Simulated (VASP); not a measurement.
# Ge (P6/mmm) in VASP: notebook, part 2 of 2

VASP 6.6.1.

**4. Single point, RPBE (20.66 Å³/atom)**

This run uses another cell than the first one, of 20.66 Å³/atom.

Input file INCAR:

```
ALGO     = Normal         # electronic algorithm
EDIFF    = 1E-6           # SCF threshold, eV
ENCUT    = 520            # plane-wave cutoff, eV
GGA      = RP             # functional
ISIF     = 2              # what is computed and relaxed
ISMEAR   = -1             # smearing method
LASPH    = True           # aspherical terms in the spheres
LCHARG   = True           # write CHGCAR
LELF     = True           # ELF
LREAL    = False          # projectors in reciprocal space
LVHAR    = True         
LWAVE    = False          # write WAVECAR
NBANDS   = 28             # bands
NELM     = 100            # most SCF steps
PREC     = Accurate       # precision mode
SIGMA    = 0.1            # smearing width, eV
```

Input file KPOINTS:

```
k-points
0
Gamma
  8 8 13
```

Input file POSCAR:

```
Ge
1.0
    5.0120161211      0.0000000000      0.0000000000
   -2.5060080606      4.3405332851      0.0000000000
    0.0000000000      0.0000000000      2.8491736859
Ge
3
Direct
    0.0000000000      0.0000000000      1.0000000000
    0.3333333333      0.6666666667      0.5000000000
    0.6666666667      0.3333333333      0.5000000000
```

Potentials or basis: VASP PAW PBE potentials, release 64 (Ge_d).

Launch:

```bash
> cat potpaw_PBE.64/Ge_d/POTCAR > POTCAR
> mpirun -np 1 vasp_std > vasp.out
```

OUTCAR:

```text
EDIFF = 1E-6
   ENCUT = 520
   GGA = RP
   ISIF = 2
   ISMEAR = -1
   LASPH = True
   LREAL = False
   NELM = 100
   PREC = Accurate

 ion  position               nearest neighbor table
   1  0.000  0.000  0.000-
   2  0.333  0.667  0.500-   3 2.89   3 2.89   3 2.89
   3  0.667  0.333  0.500-   2 2.89   2 2.89   2 2.89

  LATTYP: Found a hexagonal cell.
 ALAT       =     5.0120161211
 C/A-ratio  =     0.5684685797

  Lattice vectors:

 A1 = (   5.0120161211,   0.0000000000,   0.0000000000)
 A2 = (  -2.5060080606,   4.3405332851,   0.0000000000)
 A3 = (   0.0000000000,   0.0000000000,   2.8491736859)

Analysis of symmetry for initial positions (statically):
=====================================================================
 Subroutine PRICEL returns:
 Original cell was already a primitive cell.

 Routine SETGRP: Setting up the symmetry group for a
 hexagonal supercell.
[... 154 lines left out ...]
  volume of cell :       61.98
 maximum number of plane-waves:      1696
 NGX is ok and might be reduce to    40
   NGX = 19   NGY = 19   NGZ = 11

 number of electron      41.9999984 magnetization

 Free energy of the ion-electron system (eV)
  ---------------------------------------------------
  ext. energy  EPLUGINS =         0.00000000
  ---------------------------------------------------
  free energy    TOTEN  =       -11.49435641 eV

  energy without entropy =      -11.44851586  energy(sigma->0) =      -11.47143613

 E-fermi :   5.8855     XC(G=0): -10.7389

 val. band max:        5.8557211830   @ k =   0.2500   0.0000   0.1538
 cond. band min:       5.9253080238   @ k =   0.1250   0.1250   0.1538
 fundamental gap:      0.0695868408
 Fermi energy:         5.8855440367

 k-point     1 :       0.0000    0.0000    0.0000
  band No.  band energies     occupation
      1     -19.0275      2.00000
      2     -18.9813      2.00000
      3     -18.9813      2.00000
      4     -18.9358      2.00000
      5     -18.9358      2.00000
      6     -18.8127      2.00000
[... 733 lines left out ...]
     27      11.5791      0.00000
     28      15.6103      0.00000

 [... further k-points ...]
[... 5 lines left out ...]
  --------------------------------------------------------------------------------------
  -------------------------------------------------------------------------------------
  Total       -0.9114352     -0.9114352     -0.5639620      0.0000000      0.0000000      0.0000000
  in kB      -23.5592739    -23.5592739    -14.5775967      0.0000000      0.0000000      0.0000000
  external PRESSURE =     -20.5653815 kB  Pullay stress =       0.0000000 kB

 VOLUME and BASIS-vectors are now :
 -----------------------------------------------------------------------------
  energy-cutoff  :      520.00
  volume of cell :       61.98
      direct lattice vectors                 reciprocal lattice vectors
     5.012016121  0.000000000  0.000000000     0.199520507  0.115193219  0.000000000
    -2.506008061  4.340533285  0.000000000     0.000000000  0.230386437  0.000000000
     0.000000000  0.000000000  2.849173686     0.000000000  0.000000000  0.350978954

 POSITION                                       TOTAL-FORCE (eV/Angst)
 -----------------------------------------------------------------------------------
      0.00000      0.00000      0.00000         0.000000      0.000000     -0.000000
     -0.00000      2.89369      1.42459        -0.000000      0.000000      0.000000
      2.50601      1.44684      1.42459         0.000000     -0.000000     -0.000000
 -----------------------------------------------------------------------------------
    total drift:                               -0.000000      0.000000      0.000000

  FREE ENERGIE OF THE ION-ELECTRON SYSTEM (eV)
  ---------------------------------------------------
  free  energy   TOTEN  =       -11.4943564079 eV

  energy  without entropy=      -11.4485158571  energy(sigma->0) =      -11.47143613
```

stdout:

```text
POSCAR found type information on POSCAR Ge
 POSCAR found :  1 types and       3 ions
 scaLAPACK will be used
 -----------------------------------------------------------------------------
|                                                                             |
|                                                                             |
|     You enforced a specific xc type in the INCAR file but a different       |
|     I HOPE YOU KNOW WHAT YOU ARE DOING!                                     |
|                                                                             |
 -----------------------------------------------------------------------------

 LDA part: xc-table for (Slater+PW92), standard interpolation
 POSCAR, INCAR and KPOINTS ok, starting setup
 FFT: planning ... GRIDC
 FFT: planning ... GRID_SOFT
 FFT: planning ... GRID
 WAVECAR not read
 entering main loop
```

Wall time 45 s (1 thread of AMD EPYC 9R45 (Zen 5), shared host); peak memory 0.2 GiB.

What came out:

```yaml
Free_energy: -11.4944 eV
Pressure: -2.1 GPa
Band_gap_on_the_k_mesh: zero (bands 21 and 22 overlap by 4.29 eV)
```

Caveat: the PAW data sets were made with another functional, which shifts forces and pressure a little.

**5. Summary**

```tsv
cell	gap on the mesh (eV)	pressure (GPa)
a = 4.880, b = 4.880, c = 2.774 Å, angles 90.0, 90.0, 120.0°, 3 atoms	none	2.7
a = 4.947, b = 4.947, c = 2.812 Å, angles 90.0, 90.0, 120.0°, 3 atoms	none	0.1
a = 5.012, b = 5.012, c = 2.849 Å, angles 90.0, 90.0, 120.0°, 3 atoms	none	-2.1
```

Alike in all rows: task single point; level RPBE; potentials or basis VASP PAW PBE potentials, release 64 (Ge_d); no spin polarisation; k mesh 8 × 8 × 13; cutoff (eV) 520; smearing fermi-dirac 0.1 eV.

Caveats: the PAW data sets were made with another functional, which shifts forces and pressure a little.

Absolute energies hang on the potentials; compare differences alone.
